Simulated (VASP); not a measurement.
Input of a VASP 6.6.1 run:

Contents of INCAR:

```
SYSTEM = GaP
ALGO = Normal
EDIFF = 1E-6
ENCUT = 520
GGA = PS
ISIF = 2
ISMEAR = 0
LASPH = .True.
LCHARG = .False.
LREAL = .False.
LWAVE = .False.
NBANDS = 16
NELM = 80
PREC = Accurate
SIGMA = 0.01
```

Contents of KPOINTS:

```
k-points
0
Gamma
  6 6 6
  0 0 0
```

Contents of POSCAR:

```
GaP
1.0
    3.8540860000      0.0000000000      0.0000000000
    1.9270430000      3.3377363844      0.0000000000
    1.9270430000      1.1125787948      3.1468480416
Ga P
1 1
Direct
    0.0000000000      0.0000000000      0.0000000000
    0.2500000000      0.2500000000      0.2500000000
```

Potentials or basis: VASP PAW PBE potentials, release 64 (Ga_d, P).

The run is started by

```console
$ cat potpaw_PBE.64/Ga_d/POTCAR potpaw_PBE.64/P/POTCAR > POTCAR
$ mpirun -np 1 vasp_std > vasp.out
```

**Question.** What does it give for the band gap on the k mesh?

**Answer.** 1.51 eV, indirect (least direct gap 1.75 eV).

**Question.** Estimate the pressure.

**Answer.** -0.6 GPa.

Caveat: the PAW data sets were made with another functional, which shifts forces and pressure a little.

**Experimental background.**

“Stacking defects in GaP nanowires: Electronic structure and optical properties”, 2018, arxiv:1810.01194 quotes, for a bulk crystal of GaP at 10 K: band gap 2.34 eV (indirect).

A measured gap of GaP is 2.34 eV (indirect; 10 K; quoted in “Stacking defects in GaP nanowires: Electronic structure and optical properties”, 2018, arxiv:1810.01194); the calculated 1.51 eV misses it by -0.83 eV. Spin-orbit coupling on Ga is left out. The value is that of PBEsol on a finite k mesh, which can miss the band edges, without temperature or zero-point motion. Semilocal functionals fall short of measured gaps as a rule.
